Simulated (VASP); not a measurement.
**Pd: relaxation of cell and atoms with RPBE**

Crystal: Pd.

```
Pd
1.0
     2.75050    0.00000    0.00000
    -1.37525    2.38200    0.00000
     0.00000    0.00000    8.98313
Pd
4
Direct
  0.00000 0.00000 0.00000
  0.00000 0.00000 0.50000
  0.33333 0.66667 0.25000
  0.66667 0.33333 0.75000
```

This isn't the form of Pd at room conditions, which is fcc.

- Program: VASP 6.6.1
- Task: relaxation of cell and atoms
- Functional: RPBE
- Potentials or basis: VASP PAW PBE potentials, release 64 (Pd)
- Cutoff: 600 eV
- k mesh: 13 × 13 × 4
- Occupations: fermi-dirac, width 0.1 eV
- Spin: no spin polarisation
- Dipole correction: no
- Further INCAR settings: ALGO = Normal; EDIFF = 1e-06; IBRION = 2; EDIFFG = -0.01; NSW = 80; ISIF = 3

```json
{"Relaxed volume": "15.81 Å³/atom", "Relaxed cell": "a = 2.809 Å, b = 2.809 Å, c = 9.254 Å, α = 90.00°, β = 90.00°, γ = 120.00°", "Space group after relaxing (to 0.1 Å)": "P6_3/mmc (No. 194)", "Energy gained by relaxing": "40.6 meV/atom", "Ionic steps": "6", "Pressure after relaxing": "0.0 GPa"}
```

The path:
| step | energy change (eV) | largest force (eV/Å) | pressure (GPa) | volume (Å³) |
| --- | --- | --- | --- | --- |
| 1 | 0.0000 | 0.0000 | 12.80 | 58.85 |
| 2 | 0.0623 | 0.0000 | -10.42 | 69.44 |
| 3 | -0.1619 | 0.0000 | -0.23 | 63.33 |
| 4 | -0.1619 | 0.0000 | -0.02 | 63.24 |
| 5 | -0.1624 | 0.0000 | 0.00 | 63.23 |
| 6 | -0.1625 | 0.0000 | 0.02 | 63.23 |

Final structure:
```
Pd
1.0
     2.80873    0.00000    0.00000
    -1.40437    2.43243    0.00000
     0.00000    0.00000    9.25417
Pd
4
Direct
  0.00000 0.00000 0.00000
  0.00000 0.00000 0.50000
  0.33333 0.66667 0.25000
  0.66667 0.33333 0.75000
```

Levels at points of the mesh, in eV from the Fermi level:
```tsv
k point	band 16	band 17	band 18	band 19	band 20	band 21	band 22	band 23	band 24
(0.00, 0.00, 0.00)	-1.39	-1.39	-0.98	-0.98	-0.67	-0.67	-0.15	-0.15	1.09
(0.00, 0.00, 0.50)	-1.19	-1.19	-1.19	-0.74	-0.74	-0.37	-0.37	-0.37	-0.37
```

It took 6.9 min on 1 thread of Intel Xeon 8259CL (shared host), peak memory 0.26 GiB.

Caveat: the highest band is partly filled, so the run has too few bands; the PAW data sets were made with another functional, which shifts forces and pressure a little.
